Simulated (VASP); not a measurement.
# MgO (P1) in VASP: single point with PBE

Aim: the single point of MgO with PBE.

Everything below comes from runs of VASP 6.6.1. Logs are shortened: lines on timing, memory, paths and dates and some standing lists are left out, and cuts for length are marked.

## (1) The cell of the first run

The typed cell holds 8 atoms: a = 4.303 Å, b = 4.356 Å, c = 4.280 Å, α = 87.62°, β = 91.57°, γ = 90.15°.

## (2) Single point, PBE (atoms moved at random and the cell strained at random)

INCAR

```
SYSTEM = MgO
PREC = Accurate
ENCUT = 520
EDIFF = 1E-6
ISMEAR = 0
SIGMA = 0.05
LREAL = .False.
LASPH = .True.
NELM = 60
ALGO = Normal
ISIF = 2
LWAVE = .False.
LCHARG = .True.
GGA = PE
LELF = .True.
LVHAR = .True.
NBANDS = 26
```

KPOINTS

```
regular mesh
0
Gamma
  6 6 6
  0 0 0
```

POSCAR

```
MgO
1.0
    4.3029916902      0.0051523547      0.0588301448
   -0.0051523547     -4.3554934806     -0.0898234879
   -0.0588301448     -0.0898234879     -4.2787236624
Mg O
4 4
Direct
   -0.0746496417     -0.0211976563     -0.0507527523
    0.5605143054      0.5347985125      0.0374361820
    0.5060272118      0.0970829622      0.4879792699
    0.0198599724      0.5316436955      0.5137059619
    0.4329396720     -0.0000153297      0.0075767645
    0.0360102578      0.4706832709      0.0245063221
   -0.1066782924     -0.1038980156      0.3998558308
    0.6259765147      0.4909025605      0.5796924211
```

Potentials or basis: VASP PAW PBE potentials, release 64 (Mg, O).

Command:

```
$ cat potpaw_PBE.64/Mg/POTCAR potpaw_PBE.64/O/POTCAR > POTCAR
$ mpirun -np 1 vasp_std > vasp.out
```

OUTCAR:

```text
SYSTEM = MgO
   PREC = Accurate
   ENCUT = 520
   EDIFF = 1E-6
   ISMEAR = 0
   LREAL = .False.
   LASPH = .True.
   NELM = 60
   ISIF = 2
   GGA = PE

 ion  position               nearest neighbor table
   1  0.925  0.979  0.949-   7 1.96   5 2.14   5 2.19   6 2.23   6 2.27   7 2.39   2 2.51   3 2.67
                             4 2.79   2 2.93   4 3.02   3 3.03   4 3.06   3 3.25   2 3.36   3 3.41
   2  0.561  0.535  0.037-   8 2.00   6 2.07   5 2.10   6 2.27   8 2.33   5 2.40   1 2.51   7 2.65
                             3 2.67   4 2.80   1 2.93   4 3.03   3 3.09   4 3.13   4 3.19   3 3.19
   3  0.506  0.097  0.488-   8 1.85   7 1.94   5 2.13   5 2.28   2 2.67   1 2.67   8 2.70   7 2.80
                             4 2.83   4 2.91   1 3.03   2 3.09   2 3.19   4 3.23   1 3.25   4 3.31
   4  0.020  0.532  0.514-   7 1.73   8 1.73   6 2.12   6 2.19   8 2.62   1 2.79   2 2.80   3 2.83
                             3 2.91   1 3.02   2 3.03   1 3.06   2 3.13   2 3.19   3 3.23   3 3.31
   5  0.433  1.000  0.008-   2 2.10   3 2.13   1 2.14   1 2.19   3 2.28   2 2.40
   6  0.036  0.471  0.025-   2 2.07   4 2.12   4 2.19   1 2.23   2 2.27   1 2.27
   7  0.893  0.896  0.400-   4 1.73   3 1.94   1 1.96   1 2.39   2 2.65   3 2.80
   8  0.626  0.491  0.580-   4 1.73   3 1.85   2 2.00   2 2.33   4 2.62   3 2.70

  LATTYP: Found a triclinic cell.
 ALAT       =     4.2800707265
 B/A-ratio  =     1.0178389386
 C/A-ratio  =     1.0054499543
 COS(alpha) =     0.0026614823
 COS(beta)  =     0.0274352930
 COS(gamma) =     0.0416103753

  Lattice vectors:

 A1 = (  -0.0588301448,  -0.0898234879,  -4.2787236624)
 A2 = (  -0.0051523547,  -4.3554934806,  -0.0898234879)
 A3 = (  -4.3029916902,  -0.0051523547,  -0.0588301448)

Analysis of symmetry for initial positions (statically):
=====================================================================
 Subroutine PRICEL returns:
 Original cell was already a primitive cell.

 Routine SETGRP: Setting up the symmetry group for a
 triclinic supercell.

 Subroutine GETGRP returns: Found  1 space group operations
 (whereof  1 operations were pure point group operations)
 out of a pool of  2 trial point group operations.

The static configuration has the point symmetry C_1 .

Analysis of symmetry for dynamics (positions and initial velocities):
=====================================================================
 Subroutine PRICEL returns:
 Original cell was already a primitive cell.

 Routine SETGRP: Setting up the symmetry group for a
 triclinic supercell.

 Subroutine GETGRP returns: Found  1 space group operations
 (whereof  1 operations were pure point group operations)
[... 116 lines left out ...]
   EDIFFG = 0.1E-04   stopping-criterion for IOM
   NSW    =      0    number of steps for IOM
   IBRION =     -1    ionic relax: 0-MD 1-quasi-New 2-CG
   NFREE  =      0    steps in history (QN), initial steepest desc. (CG)
   ISIF   =      2    stress and relaxation
   ISYM   =      2    0-nonsym 1-usesym 2-fastsym
   POTIM  = 0.5000    time-step for ionic-motion
   TEBEG  =    0.0;   TEEND  =   0.0 temperature during run
   PSTRESS=    0.0 pullay stress
   NELECT =      32.0000    total number of electrons
   NUPDOWN=      -1.0000    fix difference up-down
   EMIN   =  10.00;   EMAX   =-10.00  energy-range for DOS
   EFERMI =   0.00;   METHOD = LEGACY
   ISMEAR =     0;   SIGMA  =   0.05  broadening in eV -4-tet -1-fermi 0-gaus
   EFERMI_NEDOS =   21; number of points for ismear=-14 and -15
   IALGO  =     38    algorithm
   IMIX   =      4    mixing-type and parameters
     AMIX     =   0.40;   BMIX     =  1.00
     AMIX_MAG =   1.60;   BMIX_MAG =  1.00
  volume/ion in A,a.u.               =      10.02        67.60
  Fermi-wavevector in a.u.,A,eV,Ry     =   1.205519  2.278101 19.773029  1.453277
  Thomas-Fermi vector in A             =   2.341213
   LORBIT       =      0    0 simple, 1 ext, 2 COOP (PROOUT), +10 PAW based schemes
   GGA     = PE    functional components
   LHFCALC =     F    Hartree Fock is set to
   AEXX    =    0.0000 exact exchange contribution
   IVDW    =     0    specifies the selected vdW correction
   LEPSILON=     F    determine dielectric tensor
   LRPA    =     F    only Hartree local field effects (RPA)
 non-spin polarized calculation
 Gauss-broadening in eV      SIGMA  =   0.05
  energy-cutoff  :      520.00
  volume of cell :       80.14
 maximum number of plane-waves:      2183
   NGX = 15   NGY = 17   NGZ = 15

 number of electron      32.0000002 magnetization

 Free energy of the ion-electron system (eV)
  ---------------------------------------------------
  ext. energy  EPLUGINS =         0.00000000
  ---------------------------------------------------
  free energy    TOTEN  =       -41.60019283 eV

  energy without entropy =      -41.60019283  energy(sigma->0) =      -41.60019283

 E-fermi :   3.9752     XC(G=0): -10.7071

 val. band max:        3.6823960958   @ k =   0.5000   0.0000   0.5000
 cond. band min:       5.6481507991   @ k =   0.0000   0.0000   0.0000
 fundamental gap:      1.9657547033
 Fermi energy:         3.9752419451

 k-point     1 :       0.0000    0.0000    0.0000
  band No.  band energies     occupation
      1     -14.3848      2.00000
      2     -12.8879      2.00000
      3     -12.5100      2.00000
      4     -12.4359      2.00000
      5      -1.0447      2.00000
      6      -0.9318      2.00000
[... 685 lines left out ...]
     25      15.4161      0.00000
     26      16.1195      0.00000

 [... further k-points ...]
[... 5 lines left out ...]
  --------------------------------------------------------------------------------------
  -------------------------------------------------------------------------------------
  Total        8.8702071     15.7012580     -0.9739937     -1.4562210     -6.0049266      2.3752834
  in kB      177.3341167    313.9012058    -19.4721852    -29.1129237   -120.0511260     47.4869155
  external PRESSURE =     157.2543791 kB  Pullay stress =       0.0000000 kB

 VOLUME and BASIS-vectors are now :
 -----------------------------------------------------------------------------
  energy-cutoff  :      520.00
  volume of cell :       80.14
      direct lattice vectors                 reciprocal lattice vectors
     4.302991690  0.005152355  0.058830145     0.232440336 -0.000209147 -0.003191539
    -0.005152355 -4.355493481 -0.089823488     0.000209147 -0.229694741  0.004819119
    -0.058830145 -0.089823488 -4.278723662     0.003191539  0.004819119 -0.233859606

 POSITION                                       TOTAL-FORCE (eV/Angst)
 -----------------------------------------------------------------------------------
      3.92089     -4.34366     -4.09505         2.182958     -0.977718     -0.858182
      2.40693     -2.32979     -0.17524        -1.713604      0.376796      0.150194
      2.14822     -0.46407     -2.06688        -1.172550      3.028818      0.318948
      0.05250     -2.36161     -2.24459         4.296601      2.629312     -0.078219
      1.85734     -4.35388     -0.09677         1.094540      0.010727      1.141131
      0.15109     -2.05207     -0.14502         0.055050     -0.114863      0.516139
      3.81582     -3.93428     -1.73881         1.753089     -6.268854     -1.398890
      2.65694     -2.18697     -2.48761        -6.496084      1.315782      0.208879
 -----------------------------------------------------------------------------------
    total drift:                                0.000938     -0.000594      0.000528

  FREE ENERGIE OF THE ION-ELECTRON SYSTEM (eV)
  ---------------------------------------------------
  free  energy   TOTEN  =       -41.6001928315 eV

  energy  without entropy=      -41.6001928315  energy(sigma->0) =      -41.60019283
```

Wall time 2 min (1 thread of Intel Xeon Platinum 8375C at 2.90GHz (Ice Lake), shared host); peak memory 0.3 GiB.

What came out:

| Property | Result |
| --- | --- |
| Free energy | -41.6002 eV |
| Pressure | 15.7 GPa |
| Largest force | 6.658 eV/Å |
| Band gap on the k mesh | 1.97 eV, indirect (least direct gap 2.09 eV) |

Forces on the atoms (eV/Å):
```
Mg   2.183 -0.978 -0.858
Mg  -1.714  0.377  0.150
Mg  -1.173  3.029  0.319
Mg   4.297  2.629 -0.078
O    1.095  0.011  1.141
O    0.055 -0.115  0.516
O    1.753 -6.269 -1.399
O   -6.496  1.316  0.209
```

Caveat: the cell differs from its parent crystal (atoms moved at random and the cell strained at random); forces of over 1 eV/Å act on the atoms, so gaps and moduli don't describe the material at rest.
